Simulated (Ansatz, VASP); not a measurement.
# SnO2 in VASP and in Ansatz

The input INCAR:

```
PREC = Accurate
ENCUT = 520
EDIFF = 1E-6
ISMEAR = -1
SIGMA = 0.05
LREAL = False
LASPH = True
NELM = 80
ALGO = Normal
ISIF = 2
LWAVE = False
LCHARG = False
GGA = B5
ALDAX = 1.0
AGGAX = 1.0
AGGAC = 1.0
ALDAC = 0.0
NBANDS = 64
```

The input KPOINTS:

```
regular mesh
0
Gamma
  5 5 5
```

File POSCAR:

```
SnO2
1.0
    5.1752560000      0.0000000000      0.0000000000
    0.0000000000      5.1752560000      0.0000000000
    0.0000000000      0.0000000000      5.1752560000
Sn O
4 8
Direct
    0.0000000000      0.0000000000      0.0000000000
    0.5000000000      0.0000000000      0.5000000000
    0.5000000000      0.5000000000      0.0000000000
    0.0000000000      0.5000000000      0.5000000000
    0.6610980000      0.8389020000      0.1610980000
    0.8389020000      0.1610980000      0.6610980000
    0.1610980000      0.6610980000      0.8389020000
    0.3389020000      0.3389020000      0.3389020000
    0.6610980000      0.6610980000      0.6610980000
    0.8389020000      0.3389020000      0.1610980000
    0.1610980000      0.8389020000      0.3389020000
    0.3389020000      0.1610980000      0.8389020000
```

The input input.yaml:

```yaml
crystal:
  lattice:
    - [5.175256, 0.0, 0.0]
    - [0.0, 5.175256, 0.0]
    - [0.0, 0.0, 5.175256]
  atoms:
    - { symbol: Sn, position: [0.0, 0.0, 0.0] }
    - { symbol: Sn, position: [0.5, 0.0, 0.5] }
    - { symbol: Sn, position: [0.5, 0.5, 0.0] }
    - { symbol: Sn, position: [0.0, 0.5, 0.5] }
    - { symbol: O, position: [0.661098, 0.838902, 0.161098] }
    - { symbol: O, position: [0.838902, 0.161098, 0.661098] }
    - { symbol: O, position: [0.161098, 0.661098, 0.838902] }
    - { symbol: O, position: [0.338902, 0.338902, 0.338902] }
    - { symbol: O, position: [0.661098, 0.661098, 0.661098] }
    - { symbol: O, position: [0.838902, 0.338902, 0.161098] }
    - { symbol: O, position: [0.161098, 0.838902, 0.338902] }
    - { symbol: O, position: [0.338902, 0.161098, 0.838902] }
hamiltonian:
  xc: blyp
  pseudopotentials: { kind: paw }
kpoints:
  mp_grid: { grid: [5, 5, 5] }
  band_path:
    path:
      - [[0.0, 0.0, 0.0], [0.0, 0.5, 0.0], [0.5, 0.5, 0.0], [0.0, 0.0, 0.0], [0.5, 0.5, 0.5], [0.0, 0.5, 0.0]]
      - [[0.5, 0.5, 0.0], [0.5, 0.5, 0.5]]
    npoints: 10
scf:
  occupations: { method: fermi_dirac, width: 0.05 }
  n_extra_bands: 30
output:
  forces: true
  stress: true
  eigenvalues: true
  fatbands: false
  write_density: true
  write_potential: true
  elf: true
  volumetric_format: npy
```

Alike in both runs: functional BLYP; k mesh 5 × 5 × 5; occupations fermi-dirac, width 0.05 eV; no spin polarisation.

|  | VASP | Ansatz |
| --- | --- | --- |
| version | VASP 6.6.1 | Ansatz 0.2.0 |
| potentials or method | VASP PAW PBE potentials, release 64 (Sn_d, O) | Ansatz PAW |
| plane-wave cutoff (eV) | 520 | 420 |
| valence electrons in the cell | 104 | 104 |
| task | single point | band structure |

|  | VASP | Ansatz | Ansatz less VASP |
| --- | --- | --- | --- |
| gap on the k mesh at the Fermi level (eV) | 0.62 | 0.58 | -0.032 |
| least direct gap on the mesh (eV) | 0.67 | 0.64 | -0.033 |
| pressure (GPa) | 6.2 | 5.4 | -0.85 |
| rms of the force components (eV/Å) | 0.017 | 0.017 | 0.0000 |

VASP's potentials were made for PBE, not for BLYP. Atom by atom the forces differ by 0.000 eV/Å (rms over components). The functional is the same, so the differences come from potentials, cutoffs and numerics.

Noted on Ansatz's run: Pulay correction over one GPa.
